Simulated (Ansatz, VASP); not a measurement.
## Two plane-wave programs on BN

```xyz
4
Lattice="2.4930 0.0000 0.0000 -1.2465 2.1590 0.0000 0.0000 0.0000 4.1278" Properties=species:S:1:pos:R:3 pbc="T T T"
B     1.2465    0.7197    0.0000
B     0.0000    1.4393    2.0639
N     1.2465    0.7197    1.5479
N     0.0000    1.4393    3.6118
```

Alike in both runs: task single point; functional PBEsol; k mesh 8 × 8 × 5; no spin polarisation.

```csv
,VASP,Ansatz
version,VASP 6.6.1,Ansatz 0.2.0
potentials or method,"VASP PAW PBE potentials, release 64 (B, N), cutoff 520 eV","plane waves, PAW"
occupations,"gaussian, width 0.01 eV",fixed
valence electrons in the cell,16,16
```

|  | VASP | Ansatz | Ansatz less VASP |
| --- | --- | --- | --- |
| pressure (GPa) | 24.9 | 24.1 | -0.79 |
| traceless stress, the component that is largest in VASP (GPa) | -0.68 | -0.65 | +0.034 |

VASP's potentials were made for PBE, not for PBEsol.
